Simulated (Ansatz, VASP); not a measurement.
# Two plane-wave programs on Mo3N4

```
Mo N
1.0
     4.16444    0.00000    0.00000
     0.00000    4.16444    0.00000
     0.00000    0.00000    4.16444
Mo N
3 4
Direct
  0.50000 0.50000 0.00000
  0.00000 0.50000 0.50000
  0.50000 0.00000 0.50000
  0.50000 0.50000 0.50000
  0.50000 0.00000 0.00000
  0.00000 0.50000 0.00000
  0.00000 0.00000 0.50000
```

Alike in both runs: functional PBEsol; k mesh 6 × 6 × 6; occupations gaussian, width 0.1 eV; no spin polarisation.

Ansatz relaxed the structure, and its values are those at the end. VASP's run is a single point on that final structure, the one shown.

|  | VASP | Ansatz |
| --- | --- | --- |
| version | VASP 6.6.1 | Ansatz 0.2.0 |
| potentials or method | VASP PAW PBE potentials, release 64 (Mo_sv, N), cutoff 600 eV | scalar-relativistic, plane waves, PAW |
| valence electrons in the cell | 62 | 62 |

VASP gave:

* gap on the k mesh at the Fermi level (eV): none
* pressure (GPa): 0.4

**Question.** What did Ansatz give for the same quantities?

**Answer.** gap on the k mesh at the Fermi level (eV): none; pressure (GPa): 0.1.

VASP's potentials were made for PBE, not for PBEsol. A gap of «none» marks a metal or a gap that the smearing closes.
